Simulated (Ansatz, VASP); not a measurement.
## Sr2W: VASP beside Ansatz

```
Sr W
1.0
     5.63855    0.00000    0.00000
    -2.81928    4.88313    0.00000
     0.00000    0.00000    3.02224
Sr W
2 1
Direct
  0.33333 0.66667 0.50000
  0.66667 0.33333 0.50000
  0.00000 0.00000 0.00000
```

Alike in both runs: functional PBE; k mesh 6 × 6 × 4; occupations gaussian, width 0.1 eV; no spin polarisation.

Ansatz relaxed the structure, and its values are those at the end. VASP's run is a single point on that final structure, the one shown.

|  | VASP | Ansatz |
| --- | --- | --- |
| version | VASP 6.6.1 | Ansatz 0.2.0 |
| potentials or method | VASP PAW PBE potentials, release 64 (Sr_sv, W_sv), cutoff 520 eV | scalar-relativistic, plane waves, PAW |
| valence electrons in the cell | 34 | 34 |

|  | VASP | Ansatz | Ansatz less VASP |
| --- | --- | --- | --- |
| gap on the k mesh at the Fermi level (eV) | none | none | - |
| pressure (GPa) | 0.2 | 0.1 | -0.19 |

A gap of «none» marks a metal or a gap that the smearing closes.

The k mesh is coarse, so the values compare programs but aren't converged. Spin-orbit coupling is off throughout.
